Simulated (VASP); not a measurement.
# Br (I4/mmm) in VASP: further runs

Runs on Br. Level: PBE. Tasks: single point.

All numbers are computed with VASP 6.6.1; they aren't measurements. Logs are shortened: lines on timing, memory, paths and dates and some standing lists are left out, and cuts for length are marked.

### Step 1. The cell of the first run

It takes space group I4/mmm (No. 139, tetragonal). The conventional cell has a = 2.636 Å, b = 2.636 Å, c = 5.358 Å, α = 90.00°, β = 90.00°, γ = 90.00°. Within 3.5 Å of Br (site symmetry 4/mmm) lie 12 Br at 2.64 to 3.26 Å.

### Step 2. Single point, PBE

Input file INCAR:

```
ALGO     = Normal         # electronic algorithm
EDIFF    = 1E-6           # SCF threshold, eV
ENCUT    = 500            # plane-wave cutoff, eV
GGA      = PE             # functional
GGA_COMPAT= False        
ISIF     = 2              # what is computed and relaxed
ISMEAR   = -1             # smearing method
LASPH    = True           # aspherical terms in the spheres
LCHARG   = True           # write CHGCAR
LELF     = True           # ELF
LREAL    = False          # projectors in reciprocal space
LVHAR    = True         
LWAVE    = False          # write WAVECAR
NBANDS   = 10             # bands
NELM     = 120            # most SCF steps
PREC     = Accurate       # precision mode
SIGMA    = 0.05           # smearing width, eV
```

Input file KPOINTS:

```
k-points
0
Gamma
  13 13 13
```

Input file POSCAR:

```
Br
1.0
   -1.3181504904      1.3181504904      2.6787992986
    1.3181504904     -1.3181504904      2.6787992986
    1.3181504904      1.3181504904     -2.6787992986
Br
1
Direct
    0.0000000000      0.0000000000      0.0000000000
```

Potentials or basis: VASP PAW PBE potentials, release 64 (Br).

Started as:

```bash
$ cat potpaw_PBE.64/Br/POTCAR > POTCAR
$ mpirun -np 1 vasp_std > vasp.out
```

OUTCAR:

```text
EDIFF = 1E-6
   ENCUT = 500
   GGA = PE
   ISIF = 2
   ISMEAR = -1
   LASPH = True
   LREAL = False
   NELM = 120
   PREC = Accurate

 ion  position               nearest neighbor table
   1  0.000  0.000  0.000-

  LATTYP: Found a body centered tetragonal cell.
 ALAT       =     2.6363009808
 C/A-ratio  =     2.0322408694

  Lattice vectors:

 A1 = (  -1.3181504904,   1.3181504904,   2.6787992986)
 A2 = (   1.3181504904,  -1.3181504904,   2.6787992986)
 A3 = (   1.3181504904,   1.3181504904,  -2.6787992986)

Analysis of symmetry for initial positions (statically):
=====================================================================
 Subroutine PRICEL returns:
 Original cell was already a primitive cell.

 Routine SETGRP: Setting up the symmetry group for a
 body centered tetragonal supercell.

 Subroutine GETGRP returns: Found 16 space group operations
 (whereof 16 operations were pure point group operations)
 out of a pool of 16 trial point group operations.

The static configuration has the point symmetry D_4h.

Analysis of symmetry for dynamics (positions and initial velocities):
=====================================================================
 Subroutine PRICEL returns:
 Original cell was already a primitive cell.

 Routine SETGRP: Setting up the symmetry group for a
 body centered tetragonal supercell.

 Subroutine GETGRP returns: Found 16 space group operations
 (whereof 16 operations were pure point group operations)
 out of a pool of 16 trial point group operations.

The dynamic configuration has the point symmetry D_4h.

 Subroutine INISYM returns: Found 16 space group operations
 (whereof 16 operations are pure point group operations),
 and found     1 'primitive' translations

----------------------------------------------------------------------------------------

                                     Primitive cell

  volume of cell :      18.6179

  direct lattice vectors                    reciprocal lattice vectors
    -1.318150490  1.318150490  2.678799299     0.000000000  0.379319360  0.186650788
     1.318150490 -1.318150490  2.678799299     0.379319360  0.000000000  0.186650788
     1.318150490  1.318150490 -2.678799299     0.379319360  0.379319360  0.000000000

  length of vectors
     3.263588073  3.263588073  3.263588073     0.422754886  0.422754886  0.536438583

  position of ions in fractional coordinates (direct lattice)
     0.000000000  0.000000000  0.000000000

  ion indices of the primitive-cell ions
   primitive index   ion index
                 1           1

----------------------------------------------------------------------------------------

 KPOINTS: k-points

Automatic generation of k-mesh.
 Grid dimensions read from file:
 generate k-points for:   13   13   13

 Generating k-lattice:

  Cartesian coordinates                     Fractional coordinates (reciprocal lattice)
     0.000000000  0.029178412  0.014357753     0.076923077  0.000000000  0.000000000
     0.029178412  0.000000000  0.014357753     0.000000000  0.076923077  0.000000000
     0.029178412  0.029178412  0.000000000     0.000000000  0.000000000  0.076923077

  Length of vectors
     0.032519607  0.032519607  0.041264506

  Shift w.r.t. Gamma in fractional coordinates (k-lattice)
     0.000000000  0.000000000  0.000000000

 Subroutine IBZKPT returns following result:
 ===========================================

 Found    196 irreducible k-points:

 Following reciprocal coordinates:
            Coordinates               Weight
  0.000000  0.000000  0.000000      1.000000
  0.076923  0.000000  0.000000      8.000000
  0.153846  0.000000  0.000000      8.000000
  0.230769  0.000000 -0.000000      8.000000
  0.307692  0.000000  0.000000      8.000000
  0.384615  0.000000 -0.000000      8.000000
[... 16 lines left out ...]
  0.384615  0.153846 -0.000000     16.000000
  0.461538  0.153846 -0.000000     16.000000
 [... further k-points ...]
   k-points           NKPTS =    196   k-points in BZ     NKDIM =    196   number of bands    NBANDS=     10
   number of dos      NEDOS =    301   number of ions     NIONS =      1
   total plane-waves  NPLWV =  13824
   dimension x,y,z NGX =    24 NGY =   24 NGZ =   24
   dimension x,y,z NGXF=    48 NGYF=   48 NGZF=   48
   ions per type =               1
   NGX,Y,Z   is equivalent  to a cutoff of  12.23, 12.23, 12.23 a.u.
   NGXF,Y,Z  is equivalent  to a cutoff of  24.45, 24.45, 24.45 a.u.
 SYSTEM =  unknown system
   PREC   = accura    normal or accurate (medium, high low for compatibility)
   ISTART =      0    job   : 0-new  1-cont  2-samecut
   ICHARG =      2    charge: 1-file 2-atom 10-const
   ISPIN  =      1    spin polarized calculation?
   LNONCOLLINEAR =      F non collinear calculations
   LSORBIT =      F    spin-orbit coupling
   LASPH  =      T    aspherical Exc in radial PAW
   ENCUT  =  500.0 eV  36.75 Ry    6.06 a.u.   5.95  5.95  5.95*2*pi/ulx,y,z
   NELM   =    120;   NELMIN=  2; NELMDL= -5     # of ELM steps
   EDIFF  = 0.1E-05   stopping-criterion for ELM
   LREAL  =      F    real-space projection
   EDIFFG = 0.1E-04   stopping-criterion for IOM
   NSW    =      0    number of steps for IOM
   IBRION =     -1    ionic relax: 0-MD 1-quasi-New 2-CG
   NFREE  =      0    steps in history (QN), initial steepest desc. (CG)
   ISIF   =      2    stress and relaxation
   ISYM   =      2    0-nonsym 1-usesym 2-fastsym
   POTIM  = 0.5000    time-step for ionic-motion
   TEBEG  =    0.0;   TEEND  =   0.0 temperature during run
   PSTRESS=    0.0 pullay stress
   NELECT =       7.0000    total number of electrons
   NUPDOWN=      -1.0000    fix difference up-down
   EMIN   =  10.00;   EMAX   =-10.00  energy-range for DOS
   EFERMI =   0.00;   METHOD = LEGACY
   ISMEAR =    -1;   SIGMA  =   0.05  broadening in eV -4-tet -1-fermi 0-gaus
   EFERMI_NEDOS =   21; number of points for ismear=-14 and -15
   IALGO  =     38    algorithm
   IMIX   =      4    mixing-type and parameters
     AMIX     =   0.40;   BMIX     =  1.00
     AMIX_MAG =   1.60;   BMIX_MAG =  1.00
  volume/ion in A,a.u.               =      18.62       125.64
  Fermi-wavevector in a.u.,A,eV,Ry     =   1.181583  2.232868 18.995606  1.396138
  Thomas-Fermi vector in A             =   2.317853
   LORBIT       =      0    0 simple, 1 ext, 2 COOP (PROOUT), +10 PAW based schemes
   GGA     = PE    functional components
   LHFCALC =     F    Hartree Fock is set to
   AEXX    =    0.0000 exact exchange contribution
   IVDW    =     0    specifies the selected vdW correction
   LEPSILON=     F    determine dielectric tensor
   LRPA    =     F    only Hartree local field effects (RPA)
 non-spin polarized calculation
  energy-cutoff  :      500.00
  volume of cell :       18.62
 maximum number of plane-waves:       486
   NGX = 11   NGY = 11   NGZ = 11

 number of electron       7.0000000 magnetization

 Free energy of the ion-electron system (eV)
  ---------------------------------------------------
  ext. energy  EPLUGINS =         0.00000000
  ---------------------------------------------------
  free energy    TOTEN  =        -0.76983864 eV

  energy without entropy =       -0.76524651  energy(sigma->0) =       -0.76754257

 E-fermi :   6.4291     XC(G=0): -10.9307

 val. band max:        6.4092540966   @ k =  -0.3077   0.1538   0.0000
 cond. band min:       6.4307703119   @ k =  -0.2308   0.2308   0.0769
 fundamental gap:      0.0215162154
 Fermi energy:         6.4291284431

 k-point     1 :       0.0000    0.0000    0.0000
  band No.  band energies     occupation
      1     -12.5136      2.00000
      2       5.5659      2.00000
      3       8.2303      0.00000
      4       8.2303      0.00000
      5      14.3355      0.00000
      6      16.4170      0.00000
      7      18.7499      0.00000
      8      21.5459      0.00000
      9      21.5459      0.00000
     10      23.6366      0.00000

 k-point     2 :       0.0769    0.0000    0.0000
  band No.  band energies     occupation
      1     -12.3908      2.00000
      2       5.4083      2.00000
      3       7.3499      0.00000
      4       8.2724      0.00000
      5      14.6533      0.00000
      6      16.9057      0.00000
      7      19.1955      0.00000
      8      19.9629      0.00000
      9      21.7288      0.00000
     10      24.2788      0.00000

 k-point     3 :       0.1538    0.0000    0.0000
  band No.  band energies     occupation
      1     -12.0292      2.00000
      2       4.7866      2.00000
      3       5.6788      2.00000
      4       8.3940      0.00000
      5      15.1259      0.00000
      6      17.4516      0.00000
      7      18.2539      0.00000
      8      21.1474      0.00000
      9      22.2521      0.00000
     10      25.1189      0.00000

 k-point     4 :       0.2308    0.0000   -0.0000
  band No.  band energies     occupation
      1     -11.4518      2.00000
      2       2.9389      2.00000
      3       4.9339      2.00000
      4       8.5797      0.00000
      5      14.5281      0.00000
      6      17.7906      0.00000
      7      18.6149      0.00000
      8      22.9499      0.00000
      9      23.6174      0.00000
     10      25.4680      0.00000
[... 222 lines left out ...]
 k-point    22 :       0.3077    0.1538    0.0000
  band No.  band energies     occupation
      1     -10.0432      2.00000
      2       0.8026      2.00000
      3       3.7817      2.00000
      4       6.0730      1.99839
      5      14.3431      0.00000
      6      18.4991      0.00000
      7      20.2310      0.00000
      8      21.8029      0.00000
      9      26.1173      0.00000
     10      27.0295      0.00000

 k-point    23 :       0.3846    0.1538   -0.0000
  band No.  band energies     occupation
      1      -9.3157      2.00000
      2      -0.7259      2.00000
      3       3.7697      2.00000
      4       6.3228      1.78674
      5      13.5301      0.00000
      6      17.5929      0.00000
      7      21.3203      0.00000
      8      22.2364      0.00000
      9      27.0889      0.00000
     10      28.7375      0.00000

 k-point    24 :       0.4615    0.1538   -0.0000
  band No.  band energies     occupation
      1      -8.9017      2.00000
      2      -1.5214      2.00000
      3       3.9675      2.00000
      4       6.5401      0.19598
      5      13.0595      0.00000
      6      17.0022      0.00000
      7      21.7198      0.00000
      8      22.3205      0.00000
      9      26.9775      0.00000
     10      28.3545      0.00000

 [... further k-points ...]

------------------------ aborting loop because EDIFF is reached ----------------------------------------

  FORCE on cell =-STRESS in cart. coord.  units (eV):
  Direction    XX          YY          ZZ          XY          YZ          ZX
  --------------------------------------------------------------------------------------
  -------------------------------------------------------------------------------------
  Total        3.4886814      3.4886814      3.4875274      0.0000000      0.0000000     -0.0000000
  in kB      300.2214608    300.2214608    300.1221497      0.0000000      0.0000000     -0.0000000
  external PRESSURE =     300.1883571 kB  Pullay stress =       0.0000000 kB

 VOLUME and BASIS-vectors are now :
 -----------------------------------------------------------------------------
  energy-cutoff  :      500.00
  volume of cell :       18.62
      direct lattice vectors                 reciprocal lattice vectors
    -1.318150490  1.318150490  2.678799299     0.000000000  0.379319360  0.186650788
     1.318150490 -1.318150490  2.678799299     0.379319360  0.000000000  0.186650788
     1.318150490  1.318150490 -2.678799299     0.379319360  0.379319360  0.000000000

 POSITION                                       TOTAL-FORCE (eV/Angst)
 -----------------------------------------------------------------------------------
      0.00000      0.00000      0.00000        -0.000000      0.000000      0.000000
 -----------------------------------------------------------------------------------
    total drift:                                0.000000      0.000000     -0.000000

  FREE ENERGIE OF THE ION-ELECTRON SYSTEM (eV)
  ---------------------------------------------------
  free  energy   TOTEN  =        -0.7698386365 eV

  energy  without entropy=       -0.7652465130  energy(sigma->0) =       -0.76754257
```

Run time: 18 s. Hardware: 1 thread of Intel Xeon 8259CL, shared host; peak memory 0.16 GiB.

Results:

- Free energy: -0.7698 eV
- Pressure: 30.0 GPa
- Band gap on the k mesh: zero (an odd number of electrons rules out a gap without spin polarisation)

Levels at points of the mesh, in eV from the Fermi level:
| k point | band 1 | band 2 | band 3 | band 4 | band 5 | band 6 | band 7 | band 8 |
| --- | --- | --- | --- | --- | --- | --- | --- | --- |
| (0.00, 0.00, 0.00) | -18.94 | -0.86 | 1.80 | 1.80 | 7.91 | 9.99 | 12.32 | 15.12 |

Caveat: the cell stands under pressure; an odd number of electrons without spin polarisation forces a metal; a magnetic or distorted state may lie lower.

### Step 3. Single point, PBE

This run uses another cell than the first one, of 20.24 Å³/atom.

Input file INCAR:

```
ALGO = Normal
EDIFF = 1E-6
ENCUT = 500
GGA = PE
GGA_COMPAT = False
ISIF = 2
ISMEAR = -1
LASPH = True
LCHARG = False
LREAL = False
LWAVE = False
NBANDS = 10
NELM = 120
PREC = Accurate
SIGMA = 0.05
```

KPOINTS is that of step 2.

Input file POSCAR:

```
Br
1.0
   -1.3422902539      1.3422902539      2.8080183388
    1.3422902539     -1.3422902539      2.8080183388
    1.3422902539      1.3422902539     -2.8080183388
Br
1
Direct
    0.0000000000      0.0000000000      0.0000000000
```

Potentials or basis: VASP PAW PBE potentials, release 64 (Br).

Started as:

```bash
$ cat potpaw_PBE.64/Br/POTCAR > POTCAR
$ mpirun -np 1 vasp_std > vasp.out
```

Wall time 41 s (1 thread of Intel Xeon 8259CL, shared host); peak memory 0.18 GiB.

Results (log left out):

- Free energy: -1.0197 eV
- Pressure: 20.0 GPa
- Band gap on the k mesh: zero (an odd number of electrons rules out a gap without spin polarisation)

Levels at points of the mesh, in eV from the Fermi level:
| k point | band 1 | band 2 | band 3 | band 4 | band 5 | band 6 |
| --- | --- | --- | --- | --- | --- | --- |
| (0.00, 0.00, 0.00) | -18.23 | -1.20 | 1.56 | 1.56 | 7.29 | 9.96 |

Caveat: the cell stands under pressure; an odd number of electrons without spin polarisation forces a metal; a magnetic or distorted state may lie lower.
